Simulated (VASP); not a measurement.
# SiC (Fm-3m) in VASP: further runs

SiC is run at these levels: LDA, r2SCAN; tasks: single point.

All numbers are computed with VASP 6.6.1; they aren't measurements. Logs are shortened: lines on timing, memory, paths and dates and some standing lists are left out, and cuts for length are marked.

### 1 The cell of the first run

The structure is cubic, space group Fm-3m (No. 225). Conventional cell: a = 4.028 Å, b = 4.028 Å, c = 4.028 Å, α = 90.00°, β = 90.00°, γ = 90.00°. Within 2.7 Å of Si (site symmetry m-3m) lie 6 C at 2.01 Å. C (site symmetry m-3m) has 6 Si at 2.01 Å within 2.7 Å.

### 2 Single point, LDA

File INCAR:

```
  PREC = Accurate
  ENCUT = 600
  EDIFF = 1E-6
  ISMEAR = -1
  SIGMA = 0.02
  LREAL = F
  LASPH = T
  NELM = 120
  ALGO = Normal
  ISIF = 2
  LWAVE = F
  LCHARG = F
  GGA = CA
  NBANDS = 11
  GGA_COMPAT = F
```

File KPOINTS:

```
Automatic mesh
0
Gamma
  6 6 6
```

File POSCAR:

```
SiC
1.0
    0.0000000000      2.0138687949      2.0138687949
    2.0138687949      0.0000000000      2.0138687949
    2.0138687949      2.0138687949      0.0000000000
Si C
1 1
Direct
    0.0000000000      0.0000000000      0.0000000000
    0.5000000000      0.5000000000      0.5000000000
```

Potentials or basis: VASP PAW LDA potentials, release 64 (Si, C).

Run with:

```bash
cat potpaw_LDA.64/Si/POTCAR potpaw_LDA.64/C/POTCAR > POTCAR
mpirun -np 1 vasp_std > vasp.out
```

OUTCAR:

```text
PREC = Accurate
   ENCUT = 600
   EDIFF = 1E-6
   ISMEAR = -1
   LREAL = F
   LASPH = T
   NELM = 120
   ISIF = 2
   GGA = CA

 ion  position               nearest neighbor table
   1  0.000  0.000  0.000-   2 2.01   2 2.01   2 2.01   2 2.01   2 2.01   2 2.01
   2  0.500  0.500  0.500-   1 2.01   1 2.01   1 2.01   1 2.01   1 2.01   1 2.01

  LATTYP: Found a face centered cubic cell.
 ALAT       =     4.0277375898

  Lattice vectors:

 A1 = (   0.0000000000,   2.0138687949,   2.0138687949)
 A2 = (   2.0138687949,   0.0000000000,   2.0138687949)
 A3 = (   2.0138687949,   2.0138687949,   0.0000000000)

Analysis of symmetry for initial positions (statically):
=====================================================================
 Subroutine PRICEL returns:
 Original cell was already a primitive cell.

 Routine SETGRP: Setting up the symmetry group for a
 face centered cubic supercell.

 Subroutine GETGRP returns: Found 48 space group operations
 (whereof 48 operations were pure point group operations)
 out of a pool of 48 trial point group operations.

The static configuration has the point symmetry O_h .

Analysis of symmetry for dynamics (positions and initial velocities):
=====================================================================
 Subroutine PRICEL returns:
 Original cell was already a primitive cell.

 Routine SETGRP: Setting up the symmetry group for a
 face centered cubic supercell.

 Subroutine GETGRP returns: Found 48 space group operations
 (whereof 48 operations were pure point group operations)
 out of a pool of 48 trial point group operations.

The dynamic configuration has the point symmetry O_h .

 Subroutine INISYM returns: Found 48 space group operations
 (whereof 48 operations are pure point group operations),
 and found     1 'primitive' translations

----------------------------------------------------------------------------------------

                                     Primitive cell

  volume of cell :      16.3352

  direct lattice vectors                    reciprocal lattice vectors
     0.000000000  2.013868795  2.013868795    -0.248278339  0.248278339  0.248278339
     2.013868795  0.000000000  2.013868795     0.248278339 -0.248278339  0.248278339
     2.013868795  2.013868795  0.000000000     0.248278339  0.248278339 -0.248278339

  length of vectors
     2.848040563  2.848040563  2.848040563     0.430030698  0.430030698  0.430030698

  position of ions in fractional coordinates (direct lattice)
     0.000000000  0.000000000  0.000000000
     0.500000000  0.500000000  0.500000000

  ion indices of the primitive-cell ions
   primitive index   ion index
                 1           1
                 2           2

----------------------------------------------------------------------------------------

 KPOINTS: Automatic mesh

Automatic generation of k-mesh.
 Grid dimensions read from file:
 generate k-points for:    6    6    6

 Generating k-lattice:

  Cartesian coordinates                     Fractional coordinates (reciprocal lattice)
    -0.041379723  0.041379723  0.041379723     0.166666667  0.000000000  0.000000000
     0.041379723 -0.041379723  0.041379723     0.000000000  0.166666667  0.000000000
     0.041379723  0.041379723 -0.041379723     0.000000000  0.000000000  0.166666667

  Length of vectors
     0.071671783  0.071671783  0.071671783

  Shift w.r.t. Gamma in fractional coordinates (k-lattice)
     0.000000000  0.000000000  0.000000000

 Subroutine IBZKPT returns following result:
 ===========================================

 Found     16 irreducible k-points:

 Following reciprocal coordinates:
            Coordinates               Weight
  0.000000  0.000000  0.000000      1.000000
  0.166667  0.000000  0.000000      8.000000
  0.333333  0.000000  0.000000      8.000000
  0.500000  0.000000  0.000000      4.000000
  0.166667  0.166667  0.000000      6.000000
  0.333333  0.166667  0.000000     24.000000
[... 8 lines left out ...]
 -0.333333  0.333333  0.166667     24.000000
 -0.333333  0.500000  0.166667     12.000000
   k-points           NKPTS =     16   k-points in BZ     NKDIM =     16   number of bands    NBANDS=     11
   number of dos      NEDOS =    301   number of ions     NIONS =      2
   total plane-waves  NPLWV =  13824
   dimension x,y,z NGX =    24 NGY =   24 NGZ =   24
   dimension x,y,z NGXF=    48 NGYF=   48 NGZF=   48
   ions per type =               1   1
   NGX,Y,Z   is equivalent  to a cutoff of  14.01, 14.01, 14.01 a.u.
   NGXF,Y,Z  is equivalent  to a cutoff of  28.02, 28.02, 28.02 a.u.
 SYSTEM =  unknown system
   PREC   = accura    normal or accurate (medium, high low for compatibility)
   ISTART =      0    job   : 0-new  1-cont  2-samecut
   ICHARG =      2    charge: 1-file 2-atom 10-const
   ISPIN  =      1    spin polarized calculation?
   LNONCOLLINEAR =      F non collinear calculations
   LSORBIT =      F    spin-orbit coupling
   LASPH  =      T    aspherical Exc in radial PAW
   ENCUT  =  600.0 eV  44.10 Ry    6.64 a.u.   5.69  5.69  5.69*2*pi/ulx,y,z
   NELM   =    120;   NELMIN=  2; NELMDL= -5     # of ELM steps
   EDIFF  = 0.1E-05   stopping-criterion for ELM
   LREAL  =      F    real-space projection
   EDIFFG = 0.1E-04   stopping-criterion for IOM
   NSW    =      0    number of steps for IOM
   IBRION =     -1    ionic relax: 0-MD 1-quasi-New 2-CG
   NFREE  =      0    steps in history (QN), initial steepest desc. (CG)
   ISIF   =      2    stress and relaxation
   ISYM   =      2    0-nonsym 1-usesym 2-fastsym
   POTIM  = 0.5000    time-step for ionic-motion
   TEBEG  =    0.0;   TEEND  =   0.0 temperature during run
   PSTRESS=    0.0 pullay stress
   NELECT =       8.0000    total number of electrons
   NUPDOWN=      -1.0000    fix difference up-down
   EMIN   =  10.00;   EMAX   =-10.00  energy-range for DOS
   EFERMI =   0.00;   METHOD = LEGACY
   ISMEAR =    -1;   SIGMA  =   0.02  broadening in eV -4-tet -1-fermi 0-gaus
   EFERMI_NEDOS =   21; number of points for ismear=-14 and -15
   IALGO  =     38    algorithm
   IMIX   =      4    mixing-type and parameters
     AMIX     =   0.40;   BMIX     =  1.00
     AMIX_MAG =   1.60;   BMIX_MAG =  1.00
  volume/ion in A,a.u.               =       8.17        55.12
  Fermi-wavevector in a.u.,A,eV,Ry     =   1.290418  2.438536 22.656121  1.665178
  Thomas-Fermi vector in A             =   2.422251
   LORBIT       =      0    0 simple, 1 ext, 2 COOP (PROOUT), +10 PAW based schemes
   GGA     = CA    functional components
   LHFCALC =     F    Hartree Fock is set to
   AEXX    =    0.0000 exact exchange contribution
   IVDW    =     0    specifies the selected vdW correction
   LEPSILON=     F    determine dielectric tensor
   LRPA    =     F    only Hartree local field effects (RPA)
 non-spin polarized calculation
  energy-cutoff  :      600.00
  volume of cell :       16.34
 maximum number of plane-waves:       556
   NGX = 11   NGY = 11   NGZ = 11

 number of electron       8.0000000 magnetization

 Free energy of the ion-electron system (eV)
  ---------------------------------------------------
  ext. energy  EPLUGINS =         0.00000000
  ---------------------------------------------------
  free energy    TOTEN  =       -15.27012145 eV

  energy without entropy =      -15.26984383  energy(sigma->0) =      -15.26998264

 E-fermi :  12.5912     XC(G=0): -12.8785

 val. band max:       12.5055205491   @ k =  -0.1667   0.1667   0.0000
 cond. band min:      12.6482452792   @ k =   0.0000   0.0000   0.0000
 fundamental gap:      0.1427247301
 Fermi energy:        12.5911692523

 k-point     1 :       0.0000    0.0000    0.0000
  band No.  band energies     occupation
      1      -5.8948      2.00000
      2      12.6482      0.10897
      3      12.6482      0.10897
      4      12.6482      0.10897
      5      20.5026      0.00000
      6      21.5615      0.00000
      7      21.5615      0.00000
      8      21.5615      0.00000
      9      25.3379      0.00000
     10      25.3379      0.00000
     11      25.3379      0.00000

 k-point     2 :       0.1667    0.0000    0.0000
  band No.  band energies     occupation
      1      -5.2146      2.00000
      2       9.6395      2.00000
      3      12.2839      2.00000
      4      12.2839      2.00000
      5      19.9935      0.00000
      6      21.3510      0.00000
      7      21.3510      0.00000
      8      22.4897      0.00000
      9      23.5187      0.00000
     10      23.5187      0.00000
     11      24.7832      0.00000

 k-point     3 :       0.3333    0.0000    0.0000
  band No.  band energies     occupation
      1      -3.2113      2.00000
      2       4.6963      2.00000
      3      11.7625      2.00000
      4      11.7625      2.00000
      5      18.8206      0.00000
      6      18.8206      0.00000
      7      18.9904      0.00000
      8      22.8530      0.00000
      9      25.9230      0.00000
     10      27.1591      0.00000
     11      27.1591      0.00000

 k-point     4 :       0.5000    0.0000    0.0000
  band No.  band energies     occupation
      1      -0.6066      2.00000
      2       0.9872      2.00000
      3      11.5741      2.00000
      4      11.5741      2.00000
      5      17.8762      0.00000
      6      17.8762      0.00000
      7      18.7297      0.00000
      8      22.2627      0.00000
      9      27.4682      0.00000
     10      30.5224      0.00000
     11      30.5224      0.00000
[... 127 lines left out ...]
 k-point    14 :       0.5000    0.3333    0.1667
  band No.  band energies     occupation
      1      -1.4874      2.00000
      2       5.5920      2.00000
      3       6.8307      2.00000
      4       9.0968      2.00000
      5      16.2438      0.00000
      6      19.8786      0.00000
      7      20.6651      0.00000
      8      25.0641      0.00000
      9      26.7335      0.00000
     10      30.2164      0.00000
     11      31.4414      0.00000

 k-point    15 :      -0.3333    0.3333    0.1667
  band No.  band energies     occupation
      1       0.8714      2.00000
      2       2.8081      2.00000
      3       6.4082      2.00000
      4       7.8824      2.00000
      5      16.8240      0.00000
      6      19.5782      0.00000
      7      23.2203      0.00000
      8      23.7488      0.00000
      9      27.5779      0.00000
     10      28.0674      0.00000
     11      33.1099      0.00000

 k-point    16 :      -0.3333    0.5000    0.1667
  band No.  band energies     occupation
      1       1.7026      2.00000
      2       3.5754      2.00000
      3       6.0105      2.00000
      4       6.0364      2.00000
      5      15.5293      0.00000
      6      19.0815      0.00000
      7      22.5992      0.00000
      8      25.5587      0.00000
      9      28.0498      0.00000
     10      30.4096      0.00000
     11      35.4906      0.00000

------------------------ aborting loop because EDIFF is reached ----------------------------------------

  FORCE on cell =-STRESS in cart. coord.  units (eV):
  Direction    XX          YY          ZZ          XY          YZ          ZX
  --------------------------------------------------------------------------------------
  -------------------------------------------------------------------------------------
  Total       -0.4321223     -0.4321223     -0.4321223      0.0000000      0.0000000     -0.0000000
  in kB      -42.3831987    -42.3831987    -42.3831987      0.0000000      0.0000000     -0.0000000
  external PRESSURE =     -42.3831987 kB  Pullay stress =       0.0000000 kB

 VOLUME and BASIS-vectors are now :
 -----------------------------------------------------------------------------
  energy-cutoff  :      600.00
  volume of cell :       16.34
      direct lattice vectors                 reciprocal lattice vectors
     0.000000000  2.013868795  2.013868795    -0.248278339  0.248278339  0.248278339
     2.013868795  0.000000000  2.013868795     0.248278339 -0.248278339  0.248278339
     2.013868795  2.013868795  0.000000000     0.248278339  0.248278339 -0.248278339

 POSITION                                       TOTAL-FORCE (eV/Angst)
 -----------------------------------------------------------------------------------
      0.00000      0.00000      0.00000         0.000000     -0.000000     -0.000000
      2.01387      2.01387      2.01387        -0.000000      0.000000      0.000000
 -----------------------------------------------------------------------------------
    total drift:                               -0.000000     -0.000000      0.000000

  FREE ENERGIE OF THE ION-ELECTRON SYSTEM (eV)
  ---------------------------------------------------
  free  energy   TOTEN  =       -15.2701214515 eV

  energy  without entropy=      -15.2698438328  energy(sigma->0) =      -15.26998264
```

Run time: 5.8 s. Hardware: 1 thread of Intel Xeon 8259CL, shared host; peak memory 0.12 GiB.

Results:

```
Free energy            : -15.2701 eV
Pressure               : -4.2 GPa
Band gap on the k mesh : zero (band 4 reaches 12.65 eV, above the bottom of band 5 at 11.79 eV)
```

Caveat: the k points lie up to 0.45 Å⁻¹ apart.

### 3 Single point, r2SCAN

POSCAR is that of step 2.

File INCAR.step1:

```
SYSTEM = SiC
PREC     = Accurate       ! precision mode
ENCUT    = 660            ! plane-wave cutoff, eV
ISMEAR   = -1             ! smearing method
SIGMA    = 0.02           ! smearing width, eV
LREAL    = .FALSE.        ! projectors in reciprocal space
LASPH    = .TRUE.         ! aspherical terms in the spheres
NELM     = 120            ! most SCF steps
NBANDS   = 11             ! bands
GGA      = PE             ! functional
ALGO     = Normal         ! electronic algorithm
EDIFF    = 1E-5           ! SCF threshold, eV
LWAVE    = .TRUE.         ! write WAVECAR
LCHARG   = .FALSE.        ! write CHGCAR
GGA_COMPAT= .FALSE.
```

File INCAR.step2:

```
SYSTEM = SiC
PREC     = Accurate       ! precision mode
ENCUT    = 660            ! plane-wave cutoff, eV
EDIFF    = 1E-6           ! SCF threshold, eV
ISMEAR   = -1             ! smearing method
SIGMA    = 0.02           ! smearing width, eV
LREAL    = .FALSE.        ! projectors in reciprocal space
LASPH    = .TRUE.         ! aspherical terms in the spheres
NELM     = 120            ! most SCF steps
ALGO     = Normal         ! electronic algorithm
ISIF     = 2              ! what is computed and relaxed
LWAVE    = .FALSE.        ! write WAVECAR
LCHARG   = .FALSE.        ! write CHGCAR
METAGGA  = R2SCAN         ! meta-GGA
LMIXTAU  = .TRUE.       
NBANDS   = 11             ! bands
ISTART   = 1            
GGA_COMPAT= .FALSE.
```

File KPOINTS:

```
regular mesh
0
G
  8 8 8
  0 0 0
```

Potentials or basis: VASP PAW PBE potentials, release 64 (Si, C).

Run with:

```bash
cat potpaw_PBE.64/Si/POTCAR potpaw_PBE.64/C/POTCAR > POTCAR
cp INCAR.step1 INCAR
mpirun -np 1 vasp_std > vasp.out
cp INCAR.step2 INCAR
mpirun -np 1 vasp_std > vasp.out
```

Wall time 43 s (1 thread of Intel Xeon 8259CL, shared host); peak memory 0.13 GiB.

It converged, with:

```yaml
Free_energy: -17.6599 eV
Pressure: -0.6 GPa
Band_gap_on_the_k_mesh: zero (band 4 reaches 12.70 eV, above the bottom of band 5 at 12.04 eV)
```

Levels at points of the mesh, in eV from the Fermi level:
| k point | band 1 | band 2 | band 3 | band 4 | band 5 | band 6 | band 7 | band 8 |
| --- | --- | --- | --- | --- | --- | --- | --- | --- |
| (0.00, 0.00, 0.00) | -19.69 | -0.06 | -0.06 | -0.06 | 8.36 | 9.34 | 9.34 | 9.34 |
| (0.50, 0.00, 0.00) | -14.32 | -12.20 | -1.25 | -1.25 | 5.66 | 5.66 | 6.49 | 10.70 |
| (0.50, 0.50, 0.00) | -12.45 | -10.44 | -4.69 | -4.69 | -0.69 | 2.83 | 16.16 | 16.16 |

Caveat: the PAW data sets were made with another functional, which shifts forces and pressure a little.
